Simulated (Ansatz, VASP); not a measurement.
One calculation of Au, two programs

```
Au
1.0
    -1.65727    1.65727    1.65727
     1.65727   -1.65727    1.65727
     1.65727    1.65727   -1.65727
Au
1
Direct
  0.00000 0.00000 0.00000
```

Alike in both runs: task relaxation of cell and atoms; functional PBE; k mesh 11 × 11 × 11; occupations fermi-dirac, width 0.05 eV; no spin polarisation.

```csv
,VASP,Ansatz
version,VASP 6.6.1,Ansatz 0.2.0
potentials or method,"VASP PAW PBE potentials, release 64 (Au)",Ansatz PAW
plane-wave cutoff (eV),600,420
valence electrons in the cell,11,19
```

VASP gave:

| Item | Value |
| --- | --- |
| gap on the k mesh at the Fermi level, each at its own relaxed structure (eV) | none |
| relaxed volume (Å³/atom) | 18.06 |
| relaxed cell length with the largest relative difference (Å) | 2.863 |

Which values does Ansatz return?

gap on the k mesh at the Fermi level, each at its own relaxed structure (eV): none; relaxed volume (Å³/atom): 18.09; relaxed cell length with the largest relative difference (Å): 2.864.

A gap of «none» marks a metal or a gap that the smearing closes. VASP's potentials hold 11 valence electrons a cell and Ansatz's 19, so a difference there can come from the potentials and not from the codes.

Neither program's run includes spin-orbit coupling. Noted on Ansatz's run: the plane-wave basis is chosen anew once the cell has moved, so the energies of steps on either side of that aren't comparable.
